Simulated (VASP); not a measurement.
# ScF3 (P4/mmm) in VASP: a series of runs, part 2 of 3

VASP 6.6.1. The steps go on from the part before.

## 4. Single point, LDA (equal xx and yy strain of +1 %)

Contents of INCAR:

```
SYSTEM = ScF3
PREC = Accurate ; ENCUT = 520
EDIFF = 1E-6 ; ISMEAR = -1
SIGMA = 0.02 ; LREAL = .False.
LASPH = .True. ; NELM = 100
ALGO = Normal ; ISIF = 2
LWAVE = .False. ; LCHARG = .False.
NBANDS = 24
```

Contents of KPOINTS:

```
Automatic mesh
0
Gamma
  6 6 6
  0 0 0
```

Contents of POSCAR:

```
ScF3
1.0
    4.0525745000      0.0000000000      0.0000000000
    0.0000000000      4.0525745000      0.0000000000
    0.0000000000      0.0000000000      4.0124500000
Sc F
1 3
Direct
    0.0000000000      0.0000000000      0.0000000000
    0.5000000000      0.0000000000      0.0000000000
    0.0000000000      0.5000000000      0.0000000000
    0.0000000000      0.0000000000      0.5000000000
```

Potentials or basis: VASP PAW LDA potentials, release 64 (Sc_sv, F).

Command:

```bash
cat potpaw_LDA.64/Sc_sv/POTCAR potpaw_LDA.64/F/POTCAR > POTCAR
mpirun -np 1 vasp_std > vasp.out
```

OUTCAR:

```text
SYSTEM = ScF3
   PREC = Accurate
   ENCUT = 520
   EDIFF = 1E-6
   ISMEAR = -1
   LREAL = .False.
   LASPH = .True.
   NELM = 100
   ISIF = 2

 ion  position               nearest neighbor table
   1  0.000  0.000  0.000-   4 2.01   4 2.01   2 2.03   3 2.03   3 2.03   2 2.03
   2  0.500  0.000  0.000-   1 2.03   1 2.03
   3  0.000  0.500  0.000-   1 2.03   1 2.03
   4  0.000  0.000  0.500-   1 2.01   1 2.01

  LATTYP: Found a simple tetragonal cell.
 ALAT       =     4.0525745000
 C/A-ratio  =     0.9900990099

  Lattice vectors:

 A1 = (   4.0525745000,   0.0000000000,   0.0000000000)
 A2 = (   0.0000000000,   4.0525745000,   0.0000000000)
 A3 = (   0.0000000000,   0.0000000000,   4.0124500000)

Analysis of symmetry for initial positions (statically):
=====================================================================
 Subroutine PRICEL returns:
 Original cell was already a primitive cell.

 Routine SETGRP: Setting up the symmetry group for a
 simple tetragonal supercell.

 Subroutine GETGRP returns: Found 16 space group operations
 (whereof 16 operations were pure point group operations)
 out of a pool of 16 trial point group operations.

The static configuration has the point symmetry D_4h.

Analysis of symmetry for dynamics (positions and initial velocities):
=====================================================================
 Subroutine PRICEL returns:
 Original cell was already a primitive cell.

 Routine SETGRP: Setting up the symmetry group for a
 simple tetragonal supercell.

 Subroutine GETGRP returns: Found 16 space group operations
 (whereof 16 operations were pure point group operations)
 out of a pool of 16 trial point group operations.

The dynamic configuration has the point symmetry D_4h.

 Subroutine INISYM returns: Found 16 space group operations
 (whereof 16 operations are pure point group operations),
 and found     1 'primitive' translations

----------------------------------------------------------------------------------------

                                     Primitive cell

  volume of cell :      65.8979

  direct lattice vectors                    reciprocal lattice vectors
     4.052574500  0.000000000  0.000000000     0.246756722  0.000000000  0.000000000
     0.000000000  4.052574500  0.000000000     0.000000000  0.246756722  0.000000000
     0.000000000  0.000000000  4.012450000     0.000000000  0.000000000  0.249224289

  length of vectors
     4.052574500  4.052574500  4.012450000     0.246756722  0.246756722  0.249224289

  position of ions in fractional coordinates (direct lattice)
     0.000000000  0.000000000  0.000000000
     0.500000000  0.000000000  0.000000000
     0.000000000  0.500000000  0.000000000
     0.000000000  0.000000000  0.500000000

  ion indices of the primitive-cell ions
   primitive index   ion index
                 1           1
                 2           2
                 3           3
                 4           4

----------------------------------------------------------------------------------------

 KPOINTS: Automatic mesh

Automatic generation of k-mesh.
 Grid dimensions read from file:
 generate k-points for:    6    6    6

 Generating k-lattice:

  Cartesian coordinates                     Fractional coordinates (reciprocal lattice)
     0.041126120  0.000000000  0.000000000     0.166666667  0.000000000  0.000000000
     0.000000000  0.041126120  0.000000000     0.000000000  0.166666667  0.000000000
     0.000000000  0.000000000  0.041537382     0.000000000  0.000000000  0.166666667

  Length of vectors
     0.041126120  0.041126120  0.041537382

  Shift w.r.t. Gamma in fractional coordinates (k-lattice)
     0.000000000  0.000000000  0.000000000

 Subroutine IBZKPT returns following result:
 ===========================================

 Found     40 irreducible k-points:

 Following reciprocal coordinates:
            Coordinates               Weight
  0.000000  0.000000  0.000000      1.000000
  0.166667  0.000000  0.000000      4.000000
  0.333333  0.000000  0.000000      4.000000
  0.500000  0.000000  0.000000      2.000000
  0.166667  0.166667  0.000000      4.000000
  0.333333  0.166667  0.000000      8.000000
[... 16 lines left out ...]
  0.333333  0.000000  0.333333      8.000000
  0.500000  0.000000  0.333333      4.000000
 [... further k-points ...]
   k-points           NKPTS =     40   k-points in BZ     NKDIM =     40   number of bands    NBANDS=     24
   number of dos      NEDOS =    301   number of ions     NIONS =      4
   total plane-waves  NPLWV =  27000
   dimension x,y,z NGX =    30 NGY =   30 NGZ =   30
   dimension x,y,z NGXF=    60 NGYF=   60 NGZF=   60
   ions per type =               1   3
   NGX,Y,Z   is equivalent  to a cutoff of  12.31, 12.31, 12.43 a.u.
   NGXF,Y,Z  is equivalent  to a cutoff of  24.61, 24.61, 24.86 a.u.
 SYSTEM =  ScF3
   PREC   = accura    normal or accurate (medium, high low for compatibility)
   ISTART =      0    job   : 0-new  1-cont  2-samecut
   ICHARG =      2    charge: 1-file 2-atom 10-const
   ISPIN  =      1    spin polarized calculation?
   LNONCOLLINEAR =      F non collinear calculations
   LSORBIT =      F    spin-orbit coupling
   LASPH  =      T    aspherical Exc in radial PAW
   ENCUT  =  520.0 eV  38.22 Ry    6.18 a.u.   7.54  7.54  7.46*2*pi/ulx,y,z
   NELM   =    100;   NELMIN=  2; NELMDL= -5     # of ELM steps
   EDIFF  = 0.1E-05   stopping-criterion for ELM
   LREAL  =      F    real-space projection
   EDIFFG = 0.1E-04   stopping-criterion for IOM
   NSW    =      0    number of steps for IOM
   IBRION =     -1    ionic relax: 0-MD 1-quasi-New 2-CG
   NFREE  =      0    steps in history (QN), initial steepest desc. (CG)
   ISIF   =      2    stress and relaxation
   ISYM   =      2    0-nonsym 1-usesym 2-fastsym
   POTIM  = 0.5000    time-step for ionic-motion
   TEBEG  =    0.0;   TEEND  =   0.0 temperature during run
   PSTRESS=    0.0 pullay stress
   NELECT =      32.0000    total number of electrons
   NUPDOWN=      -1.0000    fix difference up-down
   EMIN   =  10.00;   EMAX   =-10.00  energy-range for DOS
   EFERMI =   0.00;   METHOD = LEGACY
   ISMEAR =    -1;   SIGMA  =   0.02  broadening in eV -4-tet -1-fermi 0-gaus
   EFERMI_NEDOS =   21; number of points for ismear=-14 and -15
   IALGO  =     38    algorithm
   IMIX   =      4    mixing-type and parameters
     AMIX     =   0.40;   BMIX     =  1.00
     AMIX_MAG =   1.60;   BMIX_MAG =  1.00
  volume/ion in A,a.u.               =      16.47       111.18
  Fermi-wavevector in a.u.,A,eV,Ry     =   1.286770  2.431643 22.528216  1.655777
  Thomas-Fermi vector in A             =   2.418825
   LORBIT       =      0    0 simple, 1 ext, 2 COOP (PROOUT), +10 PAW based schemes
   GGA     = CA    functional components
   LHFCALC =     F    Hartree Fock is set to
   AEXX    =    0.0000 exact exchange contribution
   IVDW    =     0    specifies the selected vdW correction
   LEPSILON=     F    determine dielectric tensor
   LRPA    =     F    only Hartree local field effects (RPA)
 non-spin polarized calculation
  energy-cutoff  :      520.00
  volume of cell :       65.90
 maximum number of plane-waves:      1795
   NGX = 15   NGY = 15   NGZ = 15

 number of electron      31.9999960 magnetization

 Free energy of the ion-electron system (eV)
  ---------------------------------------------------
  ext. energy  EPLUGINS =         0.00000000
  ---------------------------------------------------
  free energy    TOTEN  =       -29.55234872 eV

  energy without entropy =      -29.55234872  energy(sigma->0) =      -29.55234872

 E-fermi :  -3.5016     XC(G=0):  -8.7846

 val. band max:       -3.9157844024   @ k =   0.5000   0.5000   0.5000
 cond. band min:       2.1328012055   @ k =   0.0000   0.0000   0.0000
 fundamental gap:      6.0485856079
 Fermi energy:        -3.5016005128

 k-point     1 :       0.0000    0.0000    0.0000
  band No.  band energies     occupation
      1     -49.3631      2.00000
      2     -28.3998      2.00000
      3     -28.3747      2.00000
      4     -28.3747      2.00000
      5     -23.5934      2.00000
      6     -23.3212      2.00000
[... 637 lines left out ...]
     23       8.0889      0.00000
     24       9.9146      0.00000

 [... further k-points ...]

------------------------ aborting loop because EDIFF is reached ----------------------------------------

  FORCE on cell =-STRESS in cart. coord.  units (eV):
  Direction    XX          YY          ZZ          XY          YZ          ZX
  --------------------------------------------------------------------------------------
  -------------------------------------------------------------------------------------
  Total       -2.0101101     -2.0101101     -1.0796318      0.0000000     -0.0000000      0.0000000
  in kB      -48.8718506    -48.8718506    -26.2491105      0.0000000     -0.0000000      0.0000000
  external PRESSURE =     -41.3309372 kB  Pullay stress =       0.0000000 kB

 VOLUME and BASIS-vectors are now :
 -----------------------------------------------------------------------------
  energy-cutoff  :      520.00
  volume of cell :       65.90
      direct lattice vectors                 reciprocal lattice vectors
     4.052574500  0.000000000  0.000000000     0.246756722  0.000000000  0.000000000
     0.000000000  4.052574500  0.000000000     0.000000000  0.246756722  0.000000000
     0.000000000  0.000000000  4.012450000     0.000000000  0.000000000  0.249224289

 POSITION                                       TOTAL-FORCE (eV/Angst)
 -----------------------------------------------------------------------------------
      0.00000      0.00000      0.00000         0.000000      0.000000      0.000000
      2.02629      0.00000      0.00000         0.000000      0.000000      0.000000
      0.00000      2.02629      0.00000         0.000000      0.000000      0.000000
      0.00000      0.00000      2.00623         0.000000      0.000000      0.000000
 -----------------------------------------------------------------------------------
    total drift:                                0.000000      0.000000      0.000000

  FREE ENERGIE OF THE ION-ELECTRON SYSTEM (eV)
  ---------------------------------------------------
  free  energy   TOTEN  =       -29.5523487242 eV

  energy  without entropy=      -29.5523487242  energy(sigma->0) =      -29.55234872
```

OSZICAR:

```text
N       E                     dE             d eps       ncg     rms          rms(c)
DAV:   1     0.398459969303E+03    0.39846E+03   -0.15149E+04  1928   0.137E+03
DAV:   2     0.177789045998E+01   -0.39668E+03   -0.37135E+03  2552   0.428E+02
DAV:   3    -0.335325330286E+02   -0.35310E+02   -0.34968E+02  2792   0.151E+02
DAV:   4    -0.340860314660E+02   -0.55350E+00   -0.55329E+00  2352   0.182E+01
DAV:   5    -0.341022290555E+02   -0.16198E-01   -0.16196E-01  2584   0.314E+00    0.158E+01
DAV:   6    -0.297412647284E+02    0.43610E+01   -0.12442E+01  2888   0.480E+01    0.705E+00
DAV:   7    -0.296204586133E+02    0.12081E+00   -0.80203E-01  2384   0.658E+00    0.405E+00
DAV:   8    -0.295601839378E+02    0.60275E-01   -0.27344E-01  2952   0.567E+00    0.771E-01
DAV:   9    -0.295636111172E+02   -0.34272E-02   -0.17178E-01  2272   0.291E+00    0.102E+00
DAV:  10    -0.295522880863E+02    0.11323E-01   -0.54409E-02  2728   0.212E+00    0.177E-01
DAV:  11    -0.295523342814E+02   -0.46195E-04   -0.11899E-03  2664   0.571E-01    0.466E-02
DAV:  12    -0.295523509433E+02   -0.16662E-04   -0.13443E-04  2560   0.218E-01    0.143E-02
DAV:  13    -0.295523481224E+02    0.28209E-05   -0.17690E-05  2520   0.797E-02    0.142E-02
DAV:  14    -0.295523497920E+02   -0.16695E-05   -0.29263E-06  1944   0.355E-02    0.769E-03
DAV:  15    -0.295523486759E+02    0.11160E-05   -0.15251E-06  1672   0.223E-02    0.171E-03
DAV:  16    -0.295523487242E+02   -0.48301E-07   -0.10911E-06  1296   0.798E-03
   1 F= -.29552349E+02 E0= -.29552349E+02  d E =-.266621E-10
```

stdout:

```text
POSCAR found type information on POSCAR ScF
 POSCAR found :  2 types and       4 ions
 scaLAPACK will be used
 LDA part: xc-table for (Slater(with rela. corr.)+CA(PZ))
 , standard interpolation
 POSCAR, INCAR and KPOINTS ok, starting setup
 FFT: planning ... GRIDC
 FFT: planning ... GRID_SOFT
 FFT: planning ... GRID
 WAVECAR not read
 entering main loop
```

It took 48 s on 1 thread of AMD EPYC 9R45 (Zen 5), shared host; peak memory 0.14 GiB.

What came out:

| Property | Result |
| --- | --- |
| Free energy | -29.5523 eV |
| Pressure | -4.1 GPa |
| Band gap on the k mesh | 6.05 eV, indirect (least direct gap 6.59 eV) |

Caveat: the cell differs from its parent crystal (equal xx and yy strain of +1 %). A k mesh can miss the band edges.

(Part 2 of 3 ends here.)
